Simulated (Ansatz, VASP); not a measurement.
**Two plane-wave programs on CoH4**

```
Co H
1.0
     2.51327    0.00000    0.00000
    -0.18933    2.50669    0.00000
    -0.36239   -0.37300    9.60307
Co H
2 8
Direct
  0.24818 0.22900 0.75005
  0.75182 0.77100 0.24995
  0.26461 0.74472 0.85636
  0.26833 0.78685 0.35630
  0.23531 0.75526 0.14362
  0.23163 0.71319 0.64373
  0.73539 0.25528 0.14364
  0.73167 0.21315 0.64370
  0.76469 0.24474 0.85638
  0.76837 0.28681 0.35627
```

Change from the starting cell: the structure that the rattled cell fell into.

Alike in both runs: task relaxation of cell and atoms; functional PBE; k mesh 6 × 6 × 2; occupations gaussian, width 0.1 eV; no spin polarisation.

|  | VASP | Ansatz |
| --- | --- | --- |
| version | VASP 6.6.1 | Ansatz 0.2.0 |
| potentials or method | VASP PAW PBE potentials, release 64 (Co, H), cutoff 600 eV | scalar-relativistic, plane waves, PAW |
| valence electrons in the cell | 26 | 42 |

```csv
,VASP,Ansatz,Ansatz less VASP
"gap on the k mesh at the Fermi level, each at its own relaxed structure (eV)",none,none,-
relaxed volume (Å³/atom),6.26,6.40,+0.137
relaxed cell length with the largest relative difference (Å),9.512,9.766,+0.2540
```

A gap of «none» marks a metal or a gap that the smearing closes. VASP's potentials hold 26 valence electrons a cell and Ansatz's 42, so a difference there can come from the potentials and not from the codes.

The k mesh is coarse, so the values compare programs but aren't converged.
